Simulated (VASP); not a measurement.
Wanted: the native input for a VASP 6.6.1 run.

```yaml
Task: single point
Functional: r2SCAN
Potentials_or_basis: VASP PAW PBE potentials, release 64 (Na_pv, Sn_d, F)
Cutoff: 520 eV
k_mesh: 6 × 6 × 6
Occupations: gaussian, width 0.01 eV
Spin: no spin polarisation
Dipole_correction: no
Further_INCAR_settings: ALGO = Normal; EDIFF = 1e-06; NBANDS = 29
```

NaSnF3:

```xyz
5
Lattice="4.7717 0.0000 0.0000 0.0000 4.7717 0.0000 0.0000 0.0000 4.5794" Properties=species:S:1:pos:R:3 pbc="T T T"
Na    0.0000    0.0000    0.0000
Sn    2.3858    2.3858    2.2897
F     2.3858    2.3858    0.0000
F     2.3858    0.0000    2.2897
F     0.0000    2.3858    2.2897
```

This cell differs from its parent crystal: epitaxial xy strain +3.0%.

One way to write it, as run:

POSCAR

```
NaSnF3
1.0
    4.7716983235      0.0000000000      0.0000000000
    0.0000000000      4.7716983235      0.0000000000
    0.0000000000      0.0000000000      4.5793676774
Na Sn F
1 1 3
Direct
    0.0000000000      0.0000000000      0.0000000000
    0.5000000000      0.5000000000      0.5000000000
    0.5000000000      0.5000000000      0.0000000000
    0.5000000000      0.0000000000      0.5000000000
    0.0000000000      0.5000000000      0.5000000000
```

INCAR.step1

```
SYSTEM = NaSnF3
ALGO     = Normal         ! electronic algorithm
EDIFF    = 1E-4           ! SCF threshold, eV
ENCUT    = 520            ! plane-wave cutoff, eV
GGA      = PE             ! functional
ISMEAR   = 0              ! smearing method
LASPH    = .TRUE.         ! aspherical terms in the spheres
LCHARG   = .FALSE.        ! write CHGCAR
LREAL    = .FALSE.        ! projectors in reciprocal space
LWAVE    = .TRUE.         ! write WAVECAR
NBANDS   = 29             ! bands
NELM     = 80             ! most SCF steps
PREC     = Accurate       ! precision mode
SIGMA    = 0.01           ! smearing width, eV
```

INCAR.step2

```
SYSTEM = NaSnF3
ALGO     = Normal         ! electronic algorithm
EDIFF    = 1E-6           ! SCF threshold, eV
ENCUT    = 520            ! plane-wave cutoff, eV
ISIF     = 2              ! what is computed and relaxed
ISMEAR   = 0              ! smearing method
ISTART   = 1            
LASPH    = .TRUE.         ! aspherical terms in the spheres
LCHARG   = .FALSE.        ! write CHGCAR
LMIXTAU  = .TRUE.       
LREAL    = .FALSE.        ! projectors in reciprocal space
LWAVE    = .FALSE.        ! write WAVECAR
METAGGA  = R2SCAN         ! meta-GGA
NBANDS   = 29             ! bands
NELM     = 80             ! most SCF steps
PREC     = Accurate       ! precision mode
SIGMA    = 0.01           ! smearing width, eV
```

KPOINTS

```
k-points
0
G
  6 6 6
  0 0 0
```

Potentials or basis: VASP PAW PBE potentials, release 64 (Na_pv, Sn_d, F).

The run is started by

```sh
$ cat potpaw_PBE.64/Na_pv/POTCAR potpaw_PBE.64/Sn_d/POTCAR potpaw_PBE.64/F/POTCAR > POTCAR
$ cp INCAR.step1 INCAR
$ mpirun -np 1 vasp_std > vasp.out
$ cp INCAR.step2 INCAR
$ mpirun -np 1 vasp_std > vasp.out
```

Results of the run:

- Pressure: -1.8 GPa
- Band gap on the k mesh: 1.33 eV, indirect (least direct gap 2.16 eV)

Caveat: the cell differs from its parent crystal (epitaxial xy strain +3.0%); the PAW data sets were made with another functional, which shifts forces and pressure a little; spin-orbit coupling is left out, which moves the levels of the heavy elements.

Run time: 7.2 min on 1 thread of Intel Xeon 8259CL (shared host), peak memory 0.29 GiB.
